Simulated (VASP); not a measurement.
Write the native input for VASP 6.6.1 that does the following.

```
Task                   : single point
Functional             : r2SCAN
Potentials or basis    : VASP PAW PBE potentials, release 64 (Zn, O)
Cutoff                 : 520 eV
k mesh                 : 9 × 9 × 4
Occupations            : gaussian, width 0.01 eV
Spin                   : no spin polarisation
Dipole correction      : no
Further INCAR settings : ALGO = Normal; EDIFF = 1e-06; NBANDS = 26
```

The system is ZnO.

```
Zn O
1.0
     3.23534    0.00000    0.00000
    -1.61767    2.80189    0.00000
     0.00000    0.00000    5.21095
Zn O
2 2
Direct
  0.33333 0.66667 0.99765
  0.66667 0.33333 0.49765
  0.33333 0.66667 0.37735
  0.66667 0.33333 0.87735
```

The input as run:

POSCAR

```
ZnO
1.0
    3.2353408614      0.0000000000      0.0000000000
   -1.6176704307      2.8018873759      0.0000000000
    0.0000000000      0.0000000000      5.2109518227
Zn O
2 2
Direct
    0.3333333333      0.6666666667     -0.0023477534
    0.6666666667      0.3333333333      0.4976522466
    0.3333333333      0.6666666667      0.3773477534
    0.6666666667      0.3333333333      0.8773477534
```

INCAR.step1

```
PREC = Accurate
ENCUT = 520
ISMEAR = 0
SIGMA = 0.01
LREAL = False
LASPH = True
NELM = 80
NBANDS = 26
GGA = PE
ALGO = Normal
EDIFF = 1E-4
LWAVE = True
LCHARG = False
```

INCAR.step2

```
PREC = Accurate
ENCUT = 520
EDIFF = 1E-6
ISMEAR = 0
SIGMA = 0.01
LREAL = False
LASPH = True
NELM = 80
ALGO = Normal
ISIF = 2
LWAVE = False
LCHARG = False
METAGGA = R2SCAN
LMIXTAU = True
NBANDS = 26
ISTART = 1
```

KPOINTS

```
Automatic mesh
0
Gamma
  9 9 4
```

Potentials or basis: VASP PAW PBE potentials, release 64 (Zn, O).

Run with:

```bash
$ cat potpaw_PBE.64/Zn/POTCAR potpaw_PBE.64/O/POTCAR > POTCAR
$ cp INCAR.step1 INCAR
$ mpirun -np 1 vasp_std > vasp.out
$ cp INCAR.step2 INCAR
$ mpirun -np 1 vasp_std > vasp.out
```

It gave:

```json
{
  "Pressure": "1.0 GPa",
  "Band gap on the k mesh": "1.23 eV, direct"
}
```

Caveat: the PAW data sets were made with another functional, which shifts forces and pressure a little.

Run time: 2.4 min on 1 thread of Intel(R) Xeon(R) Platinum 8259CL CPU @ 2.50GHz (Skylake/Cascade Lake), with other jobs on the host, peak memory 0.19 GiB.
